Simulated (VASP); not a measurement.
# Al6H in VASP: further runs, part 2 of 2

VASP 6.6.1. The steps go on from the part before.

### Step 3. Single point, PBE

Input file INCAR:

```
ALGO = Normal
DIPOL = 0.5 0.5 0.297
EDIFF = 1E-6
ENCUT = 520
GGA = PE
IDIPOL = 3
ISIF = 2
ISMEAR = 0
LASPH = True
LCHARG = True
LDIPOL = True
LELF = True
LREAL = False
LVACPOTAV = True
LVHAR = True
LWAVE = False
NBANDS = 32
NELM = 100
PREC = Accurate
SIGMA = 0.1
```

Input file KPOINTS:

```
k-points
0
Gamma
  5 5 1
```

Input file POSCAR:

```
Al6H
1.0
    5.7135165837      0.0000000000      0.0000000000
    0.0000000000      5.7135165837      0.0000000000
    0.0000000000      0.0000000000     22.1746954375
Al H
12 2
Direct
    0.2500000000      0.2500000000      0.1803857921
    0.2500000000      0.7500000000      0.1803857921
    0.7500000000      0.2500000000      0.1803857921
    0.7500000000      0.7500000000      0.1803857921
    0.0000000000      0.0000000000      0.2744050924
    0.0000000000      0.5000000000      0.2744050924
    0.5000000000      0.0000000000      0.2744050924
    0.5000000000      0.5000000000      0.2744050924
    0.2500000000      0.2500000000      0.3686497278
    0.2500000000      0.7500000000      0.3686497278
    0.7500000000      0.2500000000      0.3686497278
    0.7500000000      0.7500000000      0.3686497278
    0.0000000000     -0.0568826563      0.4322357195
    0.0000000000      0.0568826563      0.4322357195
```

Potentials or basis: VASP PAW PBE potentials, release 64 (Al, H).

Started as:

```console
cat potpaw_PBE.64/Al/POTCAR potpaw_PBE.64/H/POTCAR > POTCAR
mpirun -np 1 vasp_std > vasp.out
```

OUTCAR:

```text
EDIFF = 1E-6
   ENCUT = 520
   GGA = PE
   ISIF = 2
   ISMEAR = 0
   LASPH = True
   LREAL = False
   NELM = 100
   PREC = Accurate

 ion  position               nearest neighbor table
   1  0.250  0.250  0.180-   2 2.86   3 2.86   2 2.86   3 2.86   7 2.90   8 2.90   5 2.90   6 2.90

   2  0.250  0.750  0.180-   1 2.86   4 2.86   1 2.86   4 2.86   7 2.90   8 2.90   5 2.90   6 2.90

   3  0.750  0.250  0.180-   1 2.86   4 2.86   4 2.86   1 2.86   7 2.90   8 2.90   5 2.90   6 2.90
[... 15 lines left out ...]
  11  0.750  0.250  0.369-   9 2.86  12 2.86  12 2.86   9 2.86   5 2.91   6 2.91   7 2.91   8 2.91

  12  0.750  0.750  0.369-  10 2.86  11 2.86  11 2.86  10 2.86   5 2.91   6 2.91   7 2.91   8 2.91

  13  0.000  0.943  0.432-  14 0.65
  14  0.000  0.057  0.432-  13 0.65

  LATTYP: Found a simple tetragonal cell.
 ALAT       =     5.7135165837
 C/A-ratio  =     3.8810940885

  Lattice vectors:

[... 503 lines left out ...]

------------------------ aborting loop because EDIFF is reached ----------------------------------------

  FORCE on cell =-STRESS in cart. coord.  units (eV):
  Direction    XX          YY          ZZ          XY          YZ          ZX
  --------------------------------------------------------------------------------------
  -------------------------------------------------------------------------------------
  Total       -5.4203127     -1.5988482      0.6283336      0.0000000      0.0000000      0.0000000
  in kB      -11.9969341     -3.5387767      1.3907089      0.0000000      0.0000000      0.0000000
  external PRESSURE =      -4.7150006 kB  Pullay stress =       0.0000000 kB

 VOLUME and BASIS-vectors are now :
 -----------------------------------------------------------------------------
  energy-cutoff  :      520.00
  volume of cell :      723.88
      direct lattice vectors                 reciprocal lattice vectors
     5.713516584  0.000000000  0.000000000     0.175023558  0.000000000  0.000000000
     0.000000000  5.713516584  0.000000000     0.000000000  0.175023558  0.000000000
     0.000000000  0.000000000 22.174695437     0.000000000  0.000000000  0.045096448

 POSITION                                       TOTAL-FORCE (eV/Angst)
 -----------------------------------------------------------------------------------
      1.42838      1.42838      4.00000        -0.004232     -0.006377      0.050604
      1.42838      4.28514      4.00000        -0.004232      0.006377      0.050604
      4.28514      1.42838      4.00000         0.004232     -0.006377      0.050604
      4.28514      4.28514      4.00000         0.004232      0.006377      0.050604
      0.00000      0.00000      6.08485         0.000000     -0.000000      0.118991
      0.00000      2.85676      6.08485         0.000000     -0.000000     -0.074632
      2.85676      0.00000      6.08485         0.000000     -0.000000     -0.087002
      2.85676      2.85676      6.08485         0.000000     -0.000000      0.074738
      1.42838      1.42838      8.17470         0.398340      0.412175     -0.338867
      1.42838      4.28514      8.17470         0.398340     -0.412175     -0.338867
      4.28514      1.42838      8.17470        -0.398340      0.412175     -0.338867
      4.28514      4.28514      8.17470        -0.398340     -0.412175     -0.338867
      0.00000      5.38852      9.58470         0.000000     -5.942191      0.560478
      0.00000      0.32500      9.58470         0.000000      5.942191      0.560478
 -----------------------------------------------------------------------------------
    total drift:                               -0.000000      0.000000      0.000096

  FREE ENERGIE OF THE ION-ELECTRON SYSTEM (eV)
  ---------------------------------------------------
  free  energy   TOTEN  =       -46.8104955213 eV

  energy  without entropy=      -46.7841971288  energy(sigma->0) =      -46.79734633

 vacuum level on the upper side and lower side of the slab         3.321         3.602
```

OSZICAR:

```text
N       E                     dE             d eps       ncg     rms          rms(c)
DAV:   1     0.134668946494E+03    0.13467E+03   -0.10929E+04   576   0.817E+02
DAV:   2    -0.377326742087E+02   -0.17240E+03   -0.16644E+03   824   0.142E+02
DAV:   3    -0.487316293538E+02   -0.10999E+02   -0.10742E+02   776   0.365E+01
[... 17 lines left out ...]
DAV:  21    -0.468104663078E+02   -0.23155E-04   -0.14781E-06   576   0.305E-03    0.165E-03
DAV:  22    -0.468104858290E+02   -0.19521E-04   -0.10532E-06   584   0.265E-03    0.907E-04
DAV:  23    -0.468104904895E+02   -0.46605E-05   -0.23354E-07   512   0.174E-03    0.918E-04
DAV:  24    -0.468104953010E+02   -0.48115E-05   -0.36402E-07   520   0.162E-03    0.481E-04
DAV:  25    -0.468104955213E+02   -0.22033E-06   -0.48342E-08   480   0.973E-04
   1 F= -.46810496E+02 E0= -.46797346E+02  d E =-.262984E-01
```

stdout:

```text
POSCAR found type information on POSCAR AlH
 POSCAR found :  2 types and      14 ions
 scaLAPACK will be used
 LDA part: xc-table for (Slater+PW92), standard interpolation
 POSCAR, INCAR and KPOINTS ok, starting setup
 FFT: planning ... GRIDC
 FFT: planning ... GRID_SOFT
 FFT: planning ... GRID
 WAVECAR not read
 entering main loop
 -----------------------------------------------------------------------------
|                                                                             |
|           W    W    AA    RRRRR   N    N  II  N    N   GGGG   !!!           |
|           W    W   A  A   R    R  NN   N  II  NN   N  G    G  !!!           |
|           W    W  A    A  R    R  N N  N  II  N N  N  G       !!!           |
|           W WW W  AAAAAA  RRRRR   N  N N  II  N  N N  G  GGG   !            |
|           WW  WW  A    A  R   R   N   NN  II  N   NN  G    G                |
|           W    W  A    A  R    R  N    N  II  N    N   GGGG   !!!           |
|                                                                             |
|     Did not find any points to average over, which means that no vacuum     |
|     field-free region was found. Please increase the size of  your cell     |
|     in the dimension of the dipole correction to obtain accurate            |
|     workfunction values.                                                    |
|                                                                             |
 -----------------------------------------------------------------------------
```

Run time: 13 min. Hardware: 1 thread of Intel Xeon 8259CL, shared host; peak memory 0.68 GiB.

Results:

- Free energy: -46.8105 eV
- Largest force: 5.969 eV/Å
- Band gap on the k mesh: zero (bands 19 and 20 overlap by 0.70 eV)

Forces in eV/Å, atoms in the order of the input:
```
Al  -0.004 -0.006  0.051
Al  -0.004  0.006  0.051
Al   0.004 -0.006  0.051
Al   0.004  0.006  0.051
Al   0.000  0.000  0.119
Al   0.000  0.000 -0.075
Al   0.000  0.000 -0.087
Al   0.000  0.000  0.075
Al   0.398  0.412 -0.339
Al   0.398 -0.412 -0.339
Al  -0.398  0.412 -0.339
Al  -0.398 -0.412 -0.339
H    0.000 -5.942  0.560
H    0.000  5.942  0.560
```
